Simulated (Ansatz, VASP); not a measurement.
**One calculation of AlAs, two programs**

File INCAR:

```
  ALGO = Normal
  EDIFF = 1E-6
  ENCUT = 500
  GGA = PE
  GGA_COMPAT = False
  ISIF = 2
  ISMEAR = 0
  LASPH = True
  LCHARG = False
  LREAL = False
  LWAVE = False
  NBANDS = 11
  NELM = 120
  PREC = Accurate
  SIGMA = 0.02
```

KPOINTS

```
k-points
0
Gamma
  8 8 8
```

File POSCAR:

```
AlAs
1.0
    0.0000000000      2.8400000000      2.8400000000
    2.8400000000      0.0000000000      2.8400000000
    2.8400000000      2.8400000000      0.0000000000
Al As
1 1
Direct
    0.0000000000      0.0000000000      0.0000000000
    0.2500000000      0.2500000000      0.2500000000
```

Input for Ansatz:

```yaml
crystal:
  lattice:
    - [0.0, 2.84, 2.84]
    - [2.84, 0.0, 2.84]
    - [2.84, 2.84, 0.0]
  atoms:
    - { symbol: Al, position: [0.0, 0.0, 0.0] }
    - { symbol: As, position: [0.25, 0.25, 0.25] }
basis:
  ecutwfc: 420
kpoints:
  mp_grid: { grid: [8, 8, 8] }
hamiltonian:
  xc: pbe
  pseudopotentials: { kind: paw, azcp: { folder: soft_1 } }
scf:
  occupations: { method: gaussian, width: 0.02 }
output:
  forces: true
  stress: true
  eigenvalues: true
```

Alike in both runs: task single point; functional PBE; k mesh 8 × 8 × 8; occupations gaussian, width 0.02 eV; no spin polarisation.

|  | VASP | Ansatz |
| --- | --- | --- |
| version | VASP 6.6.1 | Ansatz 0.2.0 |
| potentials or method | VASP PAW PBE potentials, release 64 (Al, As), cutoff 500 eV | scalar-relativistic, plane waves, PAW |
| valence electrons in the cell | 8 | 18 |

VASP gave:

| Quantity | Value |
| --- | --- |
| gap on the k mesh at the Fermi level (eV) | 1.45 |
| least direct gap on the mesh (eV) | 1.98 |
| pressure (GPa) | 2.0 |

Question: Which values does Ansatz return?

Answer: gap on the k mesh at the Fermi level (eV): 1.46; least direct gap on the mesh (eV): 1.98; pressure (GPa): 1.8.

With one functional, cell and mesh, what is left measures potentials, basis and numerics. VASP's potentials hold 8 valence electrons a cell and Ansatz's 18, so a difference there can come from the potentials and not from the codes.
